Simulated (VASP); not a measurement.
# PbO2 (Fm-3m) in VASP: further runs

The runs below take PbO2 through relaxation of cell and atoms, single point, with PBE.

All numbers are computed with VASP 6.6.1; they aren't measurements. Logs are shortened: lines on timing, memory, paths and dates and some standing lists are left out, and cuts for length are marked.

**1. The cell of the first run**

It takes space group Fm-3m (No. 225, cubic). The conventional cell has a = 5.410 Å, b = 5.410 Å, c = 5.410 Å, α = 90.00°, β = 90.00°, γ = 90.00°. Pb (site symmetry m-3m) has 8 O at 2.34 Å within 3.1 Å. Within 3.1 Å of O (site symmetry -43m) lie 4 Pb at 2.34 Å and 6 O at 2.70 Å.

**2. Relaxation of cell and atoms, PBE**

Input file INCAR:

```
PREC = Accurate
ENCUT = 600
EDIFF = 1E-6
ISMEAR = -1
SIGMA = 0.02
LREAL = False
LASPH = True
NELM = 100
ALGO = Normal
ISIF = 3
LWAVE = False
LCHARG = False
GGA = PE
IBRION = 2
NSW = 40
EDIFFG = -0.005
```

Input file KPOINTS:

```
Automatic mesh
0
Gamma
  9 9 9
```

Input file POSCAR:

```
PbO2
1.0
    0.0000000000      2.7048413965      2.7048413965
    2.7048413965      0.0000000000      2.7048413965
    2.7048413965      2.7048413965      0.0000000000
Pb O
1 2
Direct
    0.0000000000      0.0000000000      0.0000000000
    0.2500000000      0.2500000000      0.2500000000
    0.7500000000      0.7500000000      0.7500000000
```

Potentials or basis: VASP PAW PBE potentials, release 64 (Pb_d, O).

Launch:

```
> cat potpaw_PBE.64/Pb_d/POTCAR potpaw_PBE.64/O/POTCAR > POTCAR
> mpirun -np 1 vasp_std > vasp.out
```

OUTCAR:

```text
PREC = Accurate
   ENCUT = 600
   EDIFF = 1E-6
   ISMEAR = -1
   LREAL = False
   LASPH = True
   NELM = 100
   ISIF = 3
   GGA = PE
   IBRION = 2
   NSW = 40
   EDIFFG = -0.005

 ion  position               nearest neighbor table
   1  0.000  0.000  0.000-   3 2.34   3 2.34   3 2.34   2 2.34   2 2.34   2 2.34   3 2.34   2 2.34

   2  0.250  0.250  0.250-   1 2.34   1 2.34   1 2.34   1 2.34
   3  0.750  0.750  0.750-   1 2.34   1 2.34   1 2.34   1 2.34

  LATTYP: Found a face centered cubic cell.
 ALAT       =     5.4096827930

  Lattice vectors:

 A1 = (   0.0000000000,   2.7048413965,   2.7048413965)
 A2 = (   2.7048413965,   0.0000000000,   2.7048413965)
 A3 = (   2.7048413965,   2.7048413965,   0.0000000000)

Analysis of symmetry for initial positions (statically):
=====================================================================
 Subroutine PRICEL returns:
 Original cell was already a primitive cell.

 Routine SETGRP: Setting up the symmetry group for a
 face centered cubic supercell.

 Subroutine GETGRP returns: Found 48 space group operations
 (whereof 48 operations were pure point group operations)
 out of a pool of 48 trial point group operations.

The static configuration has the point symmetry O_h .

Analysis of symmetry for dynamics (positions and initial velocities):
=====================================================================
 Subroutine PRICEL returns:
 Original cell was already a primitive cell.

 Routine SETGRP: Setting up the symmetry group for a
 face centered cubic supercell.

 Subroutine GETGRP returns: Found 48 space group operations
 (whereof 48 operations were pure point group operations)
 out of a pool of 48 trial point group operations.

The dynamic configuration has the point symmetry O_h .

 Subroutine INISYM returns: Found 48 space group operations
 (whereof 48 operations are pure point group operations),
 and found     1 'primitive' translations

----------------------------------------------------------------------------------------

                                     Primitive cell

  volume of cell :      39.5781

  direct lattice vectors                    reciprocal lattice vectors
     0.000000000  2.704841396  2.704841396    -0.184853722  0.184853722  0.184853722
     2.704841396  0.000000000  2.704841396     0.184853722 -0.184853722  0.184853722
     2.704841396  2.704841396  0.000000000     0.184853722  0.184853722 -0.184853722

  length of vectors
     3.825223387  3.825223387  3.825223387     0.320176039  0.320176039  0.320176039

  position of ions in fractional coordinates (direct lattice)
     0.000000000  0.000000000  0.000000000
     0.250000000  0.250000000  0.250000000
     0.750000000  0.750000000  0.750000000

  ion indices of the primitive-cell ions
   primitive index   ion index
                 1           1
                 2           2
                 3           3

----------------------------------------------------------------------------------------

 KPOINTS: Automatic mesh

Automatic generation of k-mesh.
 Grid dimensions read from file:
 generate k-points for:    9    9    9

 Generating k-lattice:

  Cartesian coordinates                     Fractional coordinates (reciprocal lattice)
    -0.020539302  0.020539302  0.020539302     0.111111111  0.000000000  0.000000000
     0.020539302 -0.020539302  0.020539302     0.000000000  0.111111111  0.000000000
     0.020539302  0.020539302 -0.020539302     0.000000000  0.000000000  0.111111111

  Length of vectors
     0.035575115  0.035575115  0.035575115

  Shift w.r.t. Gamma in fractional coordinates (k-lattice)
     0.000000000  0.000000000  0.000000000

 Subroutine IBZKPT returns following result:
 ===========================================

 Found     35 irreducible k-points:

 Following reciprocal coordinates:
            Coordinates               Weight
  0.000000  0.000000  0.000000      1.000000
  0.111111  0.000000  0.000000      8.000000
  0.222222  0.000000  0.000000      8.000000
  0.333333  0.000000  0.000000      8.000000
  0.444444  0.000000  0.000000      8.000000
  0.111111  0.111111  0.000000      6.000000
[... 16 lines left out ...]
 -0.333333  0.333333  0.000000     12.000000
  0.444444  0.444444  0.000000      6.000000
 [... further k-points ...]
   k-points           NKPTS =     35   k-points in BZ     NKDIM =     35   number of bands    NBANDS=     17
   number of dos      NEDOS =    301   number of ions     NIONS =      3
   total plane-waves  NPLWV =  32768
   dimension x,y,z NGX =    32 NGY =   32 NGZ =   32
   dimension x,y,z NGXF=    64 NGYF=   64 NGZF=   64
   ions per type =               1   2
   NGX,Y,Z   is equivalent  to a cutoff of  13.91, 13.91, 13.91 a.u.
   NGXF,Y,Z  is equivalent  to a cutoff of  27.81, 27.81, 27.81 a.u.
 SYSTEM =  unknown system
   PREC   = accura    normal or accurate (medium, high low for compatibility)
   ISTART =      0    job   : 0-new  1-cont  2-samecut
   ICHARG =      2    charge: 1-file 2-atom 10-const
   ISPIN  =      1    spin polarized calculation?
   LNONCOLLINEAR =      F non collinear calculations
   LSORBIT =      F    spin-orbit coupling
   LASPH  =      T    aspherical Exc in radial PAW
   ENCUT  =  600.0 eV  44.10 Ry    6.64 a.u.   7.64  7.64  7.64*2*pi/ulx,y,z
   NELM   =    100;   NELMIN=  2; NELMDL= -5     # of ELM steps
   EDIFF  = 0.1E-05   stopping-criterion for ELM
   LREAL  =      F    real-space projection
   EDIFFG = -.5E-02   stopping-criterion for IOM
   NSW    =     40    number of steps for IOM
   IBRION =      2    ionic relax: 0-MD 1-quasi-New 2-CG
   NFREE  =      1    steps in history (QN), initial steepest desc. (CG)
   ISIF   =      3    stress and relaxation
   ISYM   =      2    0-nonsym 1-usesym 2-fastsym
   POTIM  = 0.5000    time-step for ionic-motion
   TEBEG  =    0.0;   TEEND  =   0.0 temperature during run
   PSTRESS=    0.0 pullay stress
   NELECT =      26.0000    total number of electrons
   NUPDOWN=      -1.0000    fix difference up-down
   EMIN   =  10.00;   EMAX   =-10.00  energy-range for DOS
   EFERMI =   0.00;   METHOD = LEGACY
   ISMEAR =    -1;   SIGMA  =   0.02  broadening in eV -4-tet -1-fermi 0-gaus
   EFERMI_NEDOS =   21; number of points for ismear=-14 and -15
   IALGO  =     38    algorithm
   IMIX   =      4    mixing-type and parameters
     AMIX     =   0.40;   BMIX     =  1.00
     AMIX_MAG =   1.60;   BMIX_MAG =  1.00
  volume/ion in A,a.u.               =      13.19        89.03
  Fermi-wavevector in a.u.,A,eV,Ry     =   1.423140  2.689344 27.556234  2.025326
  Thomas-Fermi vector in A             =   2.543769
   LORBIT       =      0    0 simple, 1 ext, 2 COOP (PROOUT), +10 PAW based schemes
   GGA     = PE    functional components
   LHFCALC =     F    Hartree Fock is set to
   AEXX    =    0.0000 exact exchange contribution
   IVDW    =     0    specifies the selected vdW correction
   LEPSILON=     F    determine dielectric tensor
   LRPA    =     F    only Hartree local field effects (RPA)
 conjugate gradient relaxation of ions
 non-spin polarized calculation
  energy-cutoff  :      600.00
  volume of cell :       39.58
 maximum number of plane-waves:      1363
   NGX = 15   NGY = 15   NGZ = 15

 number of electron      25.9999996 magnetization

 Free energy of the ion-electron system (eV)
  ---------------------------------------------------
  ext. energy  EPLUGINS =         0.00000000
  ---------------------------------------------------
  free energy    TOTEN  =       -15.61550283 eV

  energy without entropy =      -15.61378537  energy(sigma->0) =      -15.61464410

 E-fermi :   5.5383     XC(G=0): -11.1268

 val. band max:        5.5336293301   @ k =  -0.3333   0.4444   0.2222
 cond. band min:       6.0868885796   @ k =  -0.1111   0.1111   0.0000
 fundamental gap:      0.5532592495
 Fermi energy:         5.5382658863

 k-point     1 :       0.0000    0.0000    0.0000
  band No.  band energies     occupation
      1     -12.8909      2.00000
      2     -10.1031      2.00000
      3     -10.0865      2.00000
      4     -10.0865      2.00000
      5     -10.0865      2.00000
      6      -9.8573      2.00000
[... 9 lines left out ...]
     16      12.5738      0.00000
     17      12.5738      0.00000

 k-point     2 :       0.1111    0.0000    0.0000
  band No.  band energies     occupation
      1     -12.7929      2.00000
      2     -10.6893      2.00000
      3     -10.0721      2.00000
      4     -10.0721      2.00000
      5      -9.8582      2.00000
      6      -9.8582      2.00000
[... 9 lines left out ...]
     16      12.8258      0.00000
     17      12.8258      0.00000

 k-point     3 :       0.2222    0.0000    0.0000
  band No.  band energies     occupation
      1     -12.5454      2.00000
      2     -11.1524      2.00000
      3     -10.0415      2.00000
      4     -10.0415      2.00000
      5      -9.8538      2.00000
      6      -9.8538      2.00000
[... 9 lines left out ...]
     16      13.4960      0.00000
     17      13.4960      0.00000

 k-point     4 :       0.3333    0.0000    0.0000
  band No.  band energies     occupation
      1     -12.3205      2.00000
      2     -11.3427      2.00000
      3     -10.0212      2.00000
      4     -10.0212      2.00000
      5      -9.8332      2.00000
      6      -9.8332      2.00000
[... 9 lines left out ...]
     16      14.3414      0.00000
     17      14.3414      0.00000

 k-point     5 :       0.4444    0.0000    0.0000
  band No.  band energies     occupation
      1     -12.2764      2.00000
      2     -11.2593      2.00000
      3     -10.0167      2.00000
      4     -10.0167      2.00000
      5      -9.8104      2.00000
      6      -9.8104      2.00000
[... 9 lines left out ...]
     16      14.9705      0.00000
     17      14.9705      0.00000

 k-point     6 :       0.1111    0.1111    0.0000
  band No.  band energies     occupation
      1     -12.7585      2.00000
      2     -10.7941      2.00000
      3     -10.0594      2.00000
      4     -10.0594      2.00000
      5      -9.8689      2.00000
      6      -9.8499      2.00000
[... 9 lines left out ...]
     16      13.0585      0.00000
     17      13.0585      0.00000

 k-point     7 :       0.2222    0.1111    0.0000
  band No.  band energies     occupation
      1     -12.5529      2.00000
      2     -11.1751      2.00000
      3     -10.0273      2.00000
      4     -10.0200      2.00000
      5      -9.8764      2.00000
      6      -9.8412      2.00000
[... 9 lines left out ...]
     16      13.5690      0.00000
     17      13.6809      0.00000

 k-point     8 :       0.3333    0.1111    0.0000
  band No.  band energies     occupation
      1     -12.2996      2.00000
      2     -11.4429      2.00000
      3     -10.0022      2.00000
      4      -9.9670      2.00000
      5      -9.8520      2.00000
      6      -9.8239      2.00000
[... 9 lines left out ...]
     16      14.1717      0.00000
     17      14.4706      0.00000
[... 203 lines left out ...]
      1     -12.1561      2.00000
      2     -11.6189      2.00000
      3      -9.9757      2.00000
      4      -9.9029      2.00000
      5      -9.8749      2.00000
      6      -9.6631      2.00000
[... 9 lines left out ...]
     16      14.4313      0.00000
     17      14.5515      0.00000

 k-point    20 :       0.3333    0.3333    0.0000
  band No.  band energies     occupation
      1     -11.9214      2.00000
      2     -11.8441      2.00000
      3      -9.9406      2.00000
      4      -9.9038      2.00000
      5      -9.9038      2.00000
      6      -9.8097      2.00000
[... 9 lines left out ...]
     16      15.4722      0.00000
     17      15.4722      0.00000

 k-point    21 :       0.4444    0.3333    0.0000
  band No.  band energies     occupation
      1     -11.9784      2.00000
      2     -11.7338      2.00000
      3      -9.9558      2.00000
      4      -9.8801      2.00000
      5      -9.8015      2.00000
      6      -9.7727      2.00000
[... 9 lines left out ...]
     16      15.5768      0.00000
     17      15.9541      0.00000

 k-point    22 :      -0.4444    0.3333    0.0000
  band No.  band energies     occupation
      1     -12.0208      2.00000
      2     -11.6941      2.00000
      3      -9.9442      2.00000
      4      -9.8780      2.00000
      5      -9.8136      2.00000
      6      -9.4623      2.00000
[... 9 lines left out ...]
     16      14.8428      0.00000
     17      16.0053      0.00000

 k-point    23 :      -0.3333    0.3333    0.0000
  band No.  band energies     occupation
      1     -11.9903      2.00000
      2     -11.7552      2.00000
      3      -9.9192      2.00000
      4      -9.8937      2.00000
      5      -9.8445      2.00000
      6      -9.0954      2.00000
[... 9 lines left out ...]
     16      13.9949      0.00000
     17      15.7967      0.00000

 k-point    24 :       0.4444    0.4444    0.0000
  band No.  band energies     occupation
      1     -12.0771      2.00000
      2     -11.5597      2.00000
      3      -9.9730      2.00000
      4      -9.8459      2.00000
      5      -9.8459      2.00000
      6      -9.7957      2.00000
[... 9 lines left out ...]
     16      15.2952      0.00000
     17      16.2612      0.00000

 [... further k-points ...]

------------------------ aborting loop because EDIFF is reached ----------------------------------------

  FORCE on cell =-STRESS in cart. coord.  units (eV):
  Direction    XX          YY          ZZ          XY          YZ          ZX
  --------------------------------------------------------------------------------------
  -------------------------------------------------------------------------------------
  Total        0.0083819      0.0083819      0.0083819      0.0000000      0.0000000      0.0000000
  in kB        0.3393121      0.3393121      0.3393121      0.0000000      0.0000000      0.0000000
  external PRESSURE =       0.3393121 kB  Pullay stress =       0.0000000 kB

 VOLUME and BASIS-vectors are now :
 -----------------------------------------------------------------------------
  energy-cutoff  :      600.00
  volume of cell :       39.58
      direct lattice vectors                 reciprocal lattice vectors
     0.000000000  2.704841396  2.704841396    -0.184853722  0.184853722  0.184853722
     2.704841396  0.000000000  2.704841396     0.184853722 -0.184853722  0.184853722
     2.704841396  2.704841396  0.000000000     0.184853722  0.184853722 -0.184853722

 POSITION                                       TOTAL-FORCE (eV/Angst)
 -----------------------------------------------------------------------------------
      0.00000      0.00000      0.00000        -0.000000      0.000000     -0.000000
      1.35242      1.35242      1.35242         0.000000      0.000000      0.000000
      4.05726      4.05726      4.05726        -0.000000     -0.000000     -0.000000
 -----------------------------------------------------------------------------------
    total drift:                                0.000000     -0.000000      0.000000

  FREE ENERGIE OF THE ION-ELECTRON SYSTEM (eV)
  ---------------------------------------------------
  free  energy   TOTEN  =       -15.6155028336 eV

  energy  without entropy=      -15.6137853728  energy(sigma->0) =      -15.61464410

 reached required accuracy - stopping structural energy minimisation
```

Wall time 49 s (1 thread of AMD EPYC 7R13, shared host); peak memory 0.16 GiB.

What came out:

```yaml
Free_energy: -15.6155 eV
Pressure_after_relaxing: 0.0 GPa
Band_gap_on_the_k_mesh: zero (bands 13 and 14 overlap by 1.14 eV)
```

Final structure:
```
Pb O
1.0
     0.00000    2.70484    2.70484
     2.70484    0.00000    2.70484
     2.70484    2.70484    0.00000
Pb O
1 2
Direct
  0.00000 0.00000 0.00000
  0.25000 0.25000 0.25000
  0.75000 0.75000 0.75000
```

Levels at points of the mesh, in eV from the Fermi level:
| k point | band 9 | band 10 | band 11 | band 12 | band 13 | band 14 | band 15 | band 16 | band 17 |
| --- | --- | --- | --- | --- | --- | --- | --- | --- | --- |
| (0.00, 0.00, 0.00) | -1.91 | -1.91 | -1.91 | -1.15 | -1.15 | -1.15 | 7.04 | 7.04 | 7.04 |

Caveat: the relaxation stopped at its first step, so nothing moved; spin-orbit coupling is left out, which moves the levels of the heavy elements.

(Continued in part 2 of 2.)
